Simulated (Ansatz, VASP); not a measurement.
## One calculation of WS2, two programs

```
CELL_PARAMETERS angstrom
1.56020 0.90078 5.84139
-1.56020 0.90078 5.84139
0.00000 -1.80156 5.84139
ATOMIC_POSITIONS crystal
W 0.00064 0.00064 0.00064
S 0.24451 0.24451 0.24451
S 0.42355 0.42355 0.42355
```

Alike in both runs: functional PBEsol; dispersion D3(BJ); k mesh 12 × 12 × 12; occupations gaussian, width 0.02 eV; no spin polarisation.

Ansatz relaxed the structure, and its values are those at the end. VASP's run is a single point on that final structure, the one shown.

|  | VASP | Ansatz |
| --- | --- | --- |
| version | VASP 6.6.1 | Ansatz 0.2.0 |
| potentials or method | VASP PAW PBE potentials, release 64 (W_sv, S), cutoff 520 eV | scalar-relativistic, plane waves, PAW |
| valence electrons in the cell | 26 | 26 |

|  | VASP | Ansatz | Ansatz less VASP |
| --- | --- | --- | --- |
| gap on the k mesh at the Fermi level (eV) | 0.72 | 0.69 | -0.023 |
| least direct gap on the mesh (eV) | 2.03 | 2.03 | -0.005 |
| pressure (GPa) | 0.1 | 0.0 | -0.15 |
| rms of the force components (eV/Å) | 0.008 | 0.001 | -0.0074 |

VASP's potentials were made for PBE, not for PBEsol.

Neither program's run includes spin-orbit coupling.
